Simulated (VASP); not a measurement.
# InO3 (ReO3 type) (Pm-3m) in VASP: notebook

InO3 (ReO3 type) is run at these levels: PBE; tasks: single point.

All numbers are computed with VASP 6.6.1; they aren't measurements. Logs are shortened: lines on timing, memory, paths and dates and some standing lists are left out, and cuts for length are marked.

## (1) The cell of the first run

The structure is cubic, space group Pm-3m (No. 221). The conventional cell has a = 4.295 Å, b = 4.295 Å, c = 4.295 Å, α = 90.00°, β = 90.00°, γ = 90.00°. In (site symmetry m-3m) has 6 O at 2.15 Å within 2.8 Å. O (site symmetry 4/mmm) has 2 In at 2.15 Å within 2.8 Å.

## (2) Single point, PBE

Contents of INCAR:

```
SYSTEM = InO3
  ALGO = Normal
  EDIFF = 1E-7
  ENCUT = 520
  GGA = PE
  ISIF = 2
  ISMEAR = -1
  LASPH = .TRUE.
  LCHARG = .FALSE.
  LREAL = .FALSE.
  LWAVE = .FALSE.
  NBANDS = 24
  NELM = 100
  PREC = Accurate
  SIGMA = 0.06122561905347299
```

Contents of KPOINTS:

```
k-points
0
G
  9 9 9
  0 0 0
```

Contents of POSCAR:

```
InO3
1.0
    4.2951557864      0.0000000000      0.0000000000
    0.0000000000      4.2951557864      0.0000000000
    0.0000000000      0.0000000000      4.2951557864
In O
1 3
Direct
    0.0000000000      0.0000000000      0.0000000000
    0.5000000000      0.0000000000      0.0000000000
    0.0000000000      0.5000000000      0.0000000000
    0.0000000000      0.0000000000      0.5000000000
```

Potentials or basis: VASP PAW PBE potentials, release 64 (In_d, O).

The run is started by

```sh
$ cat potpaw_PBE.64/In_d/POTCAR potpaw_PBE.64/O/POTCAR > POTCAR
$ mpirun -np 1 vasp_std > vasp.out
```

OUTCAR:

```text
SYSTEM = InO3
   EDIFF = 1E-7
   ENCUT = 520
   GGA = PE
   ISIF = 2
   ISMEAR = -1
   LASPH = .TRUE.
   LREAL = .FALSE.
   NELM = 100
   PREC = Accurate

 ion  position               nearest neighbor table
   1  0.000  0.000  0.000-   2 2.15   3 2.15   4 2.15   4 2.15   3 2.15   2 2.15
   2  0.500  0.000  0.000-   1 2.15   1 2.15
   3  0.000  0.500  0.000-   1 2.15   1 2.15
   4  0.000  0.000  0.500-   1 2.15   1 2.15

  LATTYP: Found a simple cubic cell.
 ALAT       =     4.2951557864

  Lattice vectors:

 A1 = (   4.2951557864,   0.0000000000,   0.0000000000)
 A2 = (   0.0000000000,   4.2951557864,   0.0000000000)
 A3 = (   0.0000000000,   0.0000000000,   4.2951557864)

Analysis of symmetry for initial positions (statically):
=====================================================================
 Subroutine PRICEL returns:
 Original cell was already a primitive cell.

 Routine SETGRP: Setting up the symmetry group for a
 simple cubic supercell.

 Subroutine GETGRP returns: Found 48 space group operations
 (whereof 48 operations were pure point group operations)
 out of a pool of 48 trial point group operations.

The static configuration has the point symmetry O_h .

Analysis of symmetry for dynamics (positions and initial velocities):
=====================================================================
 Subroutine PRICEL returns:
 Original cell was already a primitive cell.

 Routine SETGRP: Setting up the symmetry group for a
 simple cubic supercell.

 Subroutine GETGRP returns: Found 48 space group operations
 (whereof 48 operations were pure point group operations)
 out of a pool of 48 trial point group operations.

The dynamic configuration has the point symmetry O_h .

 Subroutine INISYM returns: Found 48 space group operations
 (whereof 48 operations are pure point group operations),
 and found     1 'primitive' translations

----------------------------------------------------------------------------------------

                                     Primitive cell

  volume of cell :      79.2386

  direct lattice vectors                    reciprocal lattice vectors
     4.295155786  0.000000000  0.000000000     0.232820426  0.000000000  0.000000000
     0.000000000  4.295155786  0.000000000     0.000000000  0.232820426  0.000000000
     0.000000000  0.000000000  4.295155786     0.000000000  0.000000000  0.232820426

  length of vectors
     4.295155786  4.295155786  4.295155786     0.232820426  0.232820426  0.232820426

  position of ions in fractional coordinates (direct lattice)
     0.000000000  0.000000000  0.000000000
     0.500000000  0.000000000  0.000000000
     0.000000000  0.500000000  0.000000000
     0.000000000  0.000000000  0.500000000

  ion indices of the primitive-cell ions
   primitive index   ion index
                 1           1
                 2           2
                 3           3
                 4           4

----------------------------------------------------------------------------------------

 KPOINTS: k-points

Automatic generation of k-mesh.
 Grid dimensions read from file:
 generate k-points for:    9    9    9

 Generating k-lattice:

  Cartesian coordinates                     Fractional coordinates (reciprocal lattice)
     0.025868936  0.000000000  0.000000000     0.111111111  0.000000000  0.000000000
     0.000000000  0.025868936  0.000000000     0.000000000  0.111111111  0.000000000
     0.000000000  0.000000000  0.025868936     0.000000000  0.000000000  0.111111111

  Length of vectors
     0.025868936  0.025868936  0.025868936

  Shift w.r.t. Gamma in fractional coordinates (k-lattice)
     0.000000000  0.000000000  0.000000000

 Subroutine IBZKPT returns following result:
 ===========================================

 Found     35 irreducible k-points:

 Following reciprocal coordinates:
            Coordinates               Weight
  0.000000  0.000000  0.000000      1.000000
  0.111111  0.000000  0.000000      6.000000
  0.222222  0.000000  0.000000      6.000000
  0.333333  0.000000  0.000000      6.000000
  0.444444  0.000000  0.000000      6.000000
  0.111111  0.111111  0.000000     12.000000
[... 16 lines left out ...]
  0.333333  0.333333  0.111111     24.000000
  0.444444  0.333333  0.111111     48.000000
 [... further k-points ...]
   k-points           NKPTS =     35   k-points in BZ     NKDIM =     35   number of bands    NBANDS=     24
   number of dos      NEDOS =    301   number of ions     NIONS =      4
   total plane-waves  NPLWV =  32768
   dimension x,y,z NGX =    32 NGY =   32 NGZ =   32
   dimension x,y,z NGXF=    64 NGYF=   64 NGZF=   64
   ions per type =               1   3
   NGX,Y,Z   is equivalent  to a cutoff of  12.39, 12.39, 12.39 a.u.
   NGXF,Y,Z  is equivalent  to a cutoff of  24.77, 24.77, 24.77 a.u.
 SYSTEM =  InO3
   PREC   = accura    normal or accurate (medium, high low for compatibility)
   ISTART =      0    job   : 0-new  1-cont  2-samecut
   ICHARG =      2    charge: 1-file 2-atom 10-const
   ISPIN  =      1    spin polarized calculation?
   LNONCOLLINEAR =      F non collinear calculations
   LSORBIT =      F    spin-orbit coupling
   LASPH  =      T    aspherical Exc in radial PAW
   ENCUT  =  520.0 eV  38.22 Ry    6.18 a.u.   7.99  7.99  7.99*2*pi/ulx,y,z
   NELM   =    100;   NELMIN=  2; NELMDL= -5     # of ELM steps
   EDIFF  = 0.1E-06   stopping-criterion for ELM
   LREAL  =      F    real-space projection
   EDIFFG = 0.1E-05   stopping-criterion for IOM
   NSW    =      0    number of steps for IOM
   IBRION =     -1    ionic relax: 0-MD 1-quasi-New 2-CG
   NFREE  =      0    steps in history (QN), initial steepest desc. (CG)
   ISIF   =      2    stress and relaxation
   ISYM   =      2    0-nonsym 1-usesym 2-fastsym
   POTIM  = 0.5000    time-step for ionic-motion
   TEBEG  =    0.0;   TEEND  =   0.0 temperature during run
   PSTRESS=    0.0 pullay stress
   NELECT =      31.0000    total number of electrons
   NUPDOWN=      -1.0000    fix difference up-down
   EMIN   =  10.00;   EMAX   =-10.00  energy-range for DOS
   EFERMI =   0.00;   METHOD = LEGACY
   ISMEAR =    -1;   SIGMA  =   0.06  broadening in eV -4-tet -1-fermi 0-gaus
   EFERMI_NEDOS =   21; number of points for ismear=-14 and -15
   IALGO  =     38    algorithm
   IMIX   =      4    mixing-type and parameters
     AMIX     =   0.40;   BMIX     =  1.00
     AMIX_MAG =   1.60;   BMIX_MAG =  1.00
  volume/ion in A,a.u.               =      19.81       133.68
  Fermi-wavevector in a.u.,A,eV,Ry     =   1.197337  2.262639 19.505535  1.433616
  Thomas-Fermi vector in A             =   2.333255
   LORBIT       =      0    0 simple, 1 ext, 2 COOP (PROOUT), +10 PAW based schemes
   GGA     = PE    functional components
   LHFCALC =     F    Hartree Fock is set to
   AEXX    =    0.0000 exact exchange contribution
   IVDW    =     0    specifies the selected vdW correction
   LEPSILON=     F    determine dielectric tensor
   LRPA    =     F    only Hartree local field effects (RPA)
 non-spin polarized calculation
  energy-cutoff  :      520.00
  volume of cell :       79.24
 maximum number of plane-waves:      2158
 NGX is ok and might be reduce to    32
   NGX = 15   NGY = 15   NGZ = 15

 number of electron      30.9999981 magnetization

 Free energy of the ion-electron system (eV)
  ---------------------------------------------------
  ext. energy  EPLUGINS =         0.00000000
  ---------------------------------------------------
  free energy    TOTEN  =       -16.18570012 eV

  energy without entropy =      -16.05924892  energy(sigma->0) =      -16.12247452

 E-fermi :  -1.6598     XC(G=0):  -7.8992

 val. band max:       -1.6738743035   @ k =   0.4444   0.3333   0.0000
 cond. band min:      -1.6537776191   @ k =   0.4444   0.2222   0.2222
 fundamental gap:      0.0200966845
 Fermi energy:        -1.6597694740

 k-point     1 :       0.0000    0.0000    0.0000
  band No.  band energies     occupation
      1     -18.1769      2.00000
      2     -17.8117      2.00000
      3     -17.8117      2.00000
      4     -13.2404      2.00000
      5     -13.2404      2.00000
      6     -13.2404      2.00000
[... 16 lines left out ...]
     23      12.2442      0.00000
     24      12.2442      0.00000

 k-point     2 :       0.1111    0.0000    0.0000
  band No.  band energies     occupation
      1     -18.1516      2.00000
      2     -17.8111      2.00000
      3     -17.7848      2.00000
      4     -13.2447      2.00000
      5     -13.2447      2.00000
      6     -13.2403      2.00000
[... 16 lines left out ...]
     23      12.3710      0.00000
     24      12.8510      0.00000

 k-point     3 :       0.2222    0.0000    0.0000
  band No.  band energies     occupation
      1     -18.0998      2.00000
      2     -17.8094      2.00000
      3     -17.6958      2.00000
      4     -13.2556      2.00000
      5     -13.2556      2.00000
      6     -13.2401      2.00000
[... 16 lines left out ...]
     23      12.7163      0.00000
     24      13.2368      0.00000

 k-point     4 :       0.3333    0.0000    0.0000
  band No.  band energies     occupation
      1     -18.0604      2.00000
      2     -17.8075      2.00000
      3     -17.5570      2.00000
      4     -13.2678      2.00000
      5     -13.2678      2.00000
      6     -13.2399      2.00000
[... 16 lines left out ...]
     23      12.7679      0.00000
     24      13.1655      0.00000

 k-point     5 :       0.4444    0.0000    0.0000
  band No.  band energies     occupation
      1     -18.0426      2.00000
      2     -17.8061      2.00000
      3     -17.4444      2.00000
      4     -13.3639      2.00000
      5     -13.2757      2.00000
      6     -13.2757      2.00000
[... 451 lines left out ...]
 k-point    22 :       0.4444    0.2222    0.1111
  band No.  band energies     occupation
      1     -17.9117      2.00000
      2     -17.6931      2.00000
      3     -17.4384      2.00000
      4     -13.4538      2.00000
      5     -13.2923      2.00000
      6     -13.2801      2.00000
[... 16 lines left out ...]
     23      11.8593      0.00000
     24      12.3962      0.00000

 k-point    23 :       0.3333    0.3333    0.1111
  band No.  band energies     occupation
      1     -17.8896      2.00000
      2     -17.5728      2.00000
      3     -17.5316      2.00000
      4     -13.3969      2.00000
      5     -13.2973      2.00000
      6     -13.2718      2.00000
[... 16 lines left out ...]
     23      11.9330      0.00000
     24      12.7185      0.00000

 k-point    24 :       0.4444    0.3333    0.1111
  band No.  band energies     occupation
      1     -17.8763      2.00000
      2     -17.5511      2.00000
      3     -17.4346      2.00000
      4     -13.5780      2.00000
      5     -13.3059      2.00000
      6     -13.2797      2.00000
[... 16 lines left out ...]
     23      12.0643      0.00000
     24      12.4480      0.00000

 [... further k-points ...]

------------------------ aborting loop because EDIFF is reached ----------------------------------------

  FORCE on cell =-STRESS in cart. coord.  units (eV):
  Direction    XX          YY          ZZ          XY          YZ          ZX
  --------------------------------------------------------------------------------------
  -------------------------------------------------------------------------------------
  Total       -1.5833005     -1.5833005     -1.5833005      0.0000000      0.0000000      0.0000000
  in kB      -32.0137949    -32.0137949    -32.0137949      0.0000000      0.0000000      0.0000000
  external PRESSURE =     -32.0137949 kB  Pullay stress =       0.0000000 kB

 VOLUME and BASIS-vectors are now :
 -----------------------------------------------------------------------------
  energy-cutoff  :      520.00
  volume of cell :       79.24
      direct lattice vectors                 reciprocal lattice vectors
     4.295155786  0.000000000  0.000000000     0.232820426  0.000000000  0.000000000
     0.000000000  4.295155786  0.000000000     0.000000000  0.232820426  0.000000000
     0.000000000  0.000000000  4.295155786     0.000000000  0.000000000  0.232820426

 POSITION                                       TOTAL-FORCE (eV/Angst)
 -----------------------------------------------------------------------------------
      0.00000      0.00000      0.00000         0.000000      0.000000      0.000000
      2.14758      0.00000      0.00000         0.000000      0.000000      0.000000
      0.00000      2.14758      0.00000         0.000000      0.000000      0.000000
      0.00000      0.00000      2.14758         0.000000      0.000000      0.000000
 -----------------------------------------------------------------------------------
    total drift:                                0.000000      0.000000     -0.000000

  FREE ENERGIE OF THE ION-ELECTRON SYSTEM (eV)
  ---------------------------------------------------
  free  energy   TOTEN  =       -16.1857001183 eV

  energy  without entropy=      -16.0592489244  energy(sigma->0) =      -16.12247452
```

Run time: 65 s. Hardware: 1 thread of Intel Xeon 8259CL, shared host; peak memory 0.2 GiB.

Results:

```yaml
Free_energy: -16.1857 eV
Pressure: -3.2 GPa
Band_gap_on_the_k_mesh: zero (an odd number of electrons rules out a gap without spin polarisation)
```

Levels at points of the mesh, in eV from the Fermi level:
```tsv
k point	band 14	band 15	band 16	band 17	band 18	band 19
(0.00, 0.00, 0.00)	-0.22	-0.20	-0.20	-0.20	3.32	8.53
```

Caveat: the cell stands under tension; spin-orbit coupling is left out, which moves the levels of the heavy elements; an odd number of electrons without spin polarisation forces a metal; a magnetic or distorted state may lie lower.

(Continued in part 2 of 2.)
